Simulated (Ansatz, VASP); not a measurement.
# W in VASP and in Ansatz

```
CELL_PARAMETERS angstrom
-0.43993 1.83557 1.83557
1.83557 -0.43993 1.83557
1.83557 1.83557 -0.43993
ATOMIC_POSITIONS crystal
W 0.00000 0.00000 0.00000
```

Alike in both runs: task single point; functional PBEsol; k mesh 22 × 22 × 22; occupations gaussian, width 0.15 eV; no spin polarisation.

|  | VASP | Ansatz |
| --- | --- | --- |
| version | VASP 6.6.1 | Ansatz 0.2.0 |
| potentials or method | VASP PAW PBE potentials, release 64 (W_sv), cutoff 520 eV | scalar-relativistic, plane waves, PAW |
| valence electrons in the cell | 14 | 14 |

Ansatz gave:

```
gap on the k mesh at the Fermi level (eV)                     : none
pressure (GPa)                                                : -0.8
traceless stress, the component that is largest in VASP (GPa) : 14.11
```

Task: Which values does VASP return?

Result: gap on the k mesh at the Fermi level (eV): none; pressure (GPa): 0.0; traceless stress, the component that is largest in VASP (GPa): 14.24.

VASP's potentials were made for PBE, not for PBEsol. A gap of «none» marks a metal or a gap that the smearing closes.

Spin-orbit coupling is off throughout.
